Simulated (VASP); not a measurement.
Set up this calculation in VASP 6.6.1, as the native input.

```yaml
Task: relaxation of cell and atoms
Functional: PBEsol
Dispersion: D3(BJ)
Potentials_or_basis: VASP PAW PBE potentials, release 64 (Ti_sv)
Cutoff: 600 eV
k_mesh: 11 × 11 × 11
Occupations: fermi-dirac, width 0.05 eV
Spin: no spin polarisation
Dipole_correction: no
Further_INCAR_settings: ALGO = Normal; EDIFF = 1e-06; IBRION = 2; EDIFFG = -0.01; NSW = 60; ISIF = 3
```

The structure of Ti lies in POSCAR:

```
Ti
1.0
   -1.6410000000      1.6410000000      1.6410000000
    1.6410000000     -1.6410000000      1.6410000000
    1.6410000000      1.6410000000     -1.6410000000
Ti
1
Direct
    0.0000000000      0.0000000000      0.0000000000
```

These files were run (other wordings do the same):

INCAR

```
SYSTEM = Ti
  PREC = Accurate
  ENCUT = 600
  EDIFF = 1E-6
  ISMEAR = -1
  SIGMA = 0.05
  LREAL = .FALSE.
  LASPH = .TRUE.
  NELM = 80
  ALGO = Normal
  ISIF = 3
  LWAVE = .FALSE.
  LCHARG = .FALSE.
  GGA = PS
  IVDW = 12
  IBRION = 2
  NSW = 60
  EDIFFG = -0.01
```

KPOINTS

```
regular mesh
0
G
  11 11 11
  0 0 0
```

Potentials or basis: VASP PAW PBE potentials, release 64 (Ti_sv).

Run with:

```bash
$ cat potpaw_PBE.64/Ti_sv/POTCAR > POTCAR
$ mpirun -np 1 vasp_std > vasp.out
```

It gave:

```
Relaxed volume                         : 15.59 Å³/atom
Relaxed cell                           : a = 2.726 Å, b = 2.726 Å, c = 2.726 Å, α = 109.47°, β = 109.47°, γ = 109.47°
Space group after relaxing (to 0.05 Å) : Im-3m (No. 229)
Energy gained by relaxing              : 88.9 meV/atom
Ionic steps                            : 3
Pressure after relaxing                : 0.0 GPa
Band gap on the k mesh                 : zero (band 6 reaches 10.22 eV, above the bottom of band 7 at 8.42 eV)
Dispersion energy per atom             : -0.669 eV
```

Caveat: the PAW data sets were made with another functional, which shifts forces and pressure a little; the volume moved by -12 % from the deposited cell, more than functionals usually miss; pairwise dispersion overbinds metals, which lowers pressure and volume.

Run time: 17 s on 1 thread of Intel(R) Xeon(R) Platinum 8488C (Sapphire Rapids), on a shared host, peak memory 0.16 GiB.
